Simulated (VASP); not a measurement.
# CaS3: single point with PBE

CaS3:

```xyz
4
Lattice="5.0264 0.0000 0.0000 0.0000 5.0264 0.0000 0.0000 0.0000 4.3879" Properties=species:S:1:pos:R:3 pbc="T T T"
Ca    0.0000    0.0000    0.0000
S     2.5132    2.5132    0.0000
S     0.0000    2.5132    2.1939
S     2.5132    0.0000    2.1939
```

The cell was built from a structure type or drawn by symmetry, and may not be a known phase.

```yaml
Program: VASP 6.6.1
Task: single point
Functional: PBE
Potentials_or_basis: VASP PAW PBE potentials, release 64 (Ca_sv, S)
Cutoff: 520 eV
k_mesh: 4 × 4 × 4
Occupations: gaussian, width 0.1 eV
Spin: no spin polarisation
Dipole_correction: no
Further_INCAR_settings: ALGO = Normal; EDIFF = 1e-07; NBANDS = 22
```

```yaml
Pressure: -10.4 GPa
Band_gap_on_the_k_mesh: zero (bands 14 and 15 overlap by 0.97 eV)
```

Stress tensor (GPa, compression positive):
```
 -9.84   0.00   0.00
  0.00  -9.84   0.00
  0.00   0.00 -11.41
```

Levels at points of the mesh, in eV from the Fermi level:
```
           k point  band 12  band 13  band 14  band 15  band 16  band 17
(0.00, 0.00, 0.00)    -0.73    -0.56     0.51     0.65     0.65     2.61
(0.50, 0.00, 0.00)    -1.24    -1.07    -1.03     0.10     0.53     3.77
(0.50, 0.50, 0.00)    -1.23    -1.23    -1.07     0.00     0.23     3.80
(0.00, 0.00, 0.50)    -1.47    -1.47    -1.32    -0.14    -0.14     3.87
(0.50, 0.00, 0.50)    -1.55    -1.52    -1.18     0.55     0.70     4.07
(0.50, 0.50, 0.50)     0.23     0.34     0.65     0.65     0.92     3.02
```

Wall time 64 s on 1 thread of Intel Xeon 8259CL, on a shared host, peak memory 0.24 GiB.

Caveat: the cell stands under tension.
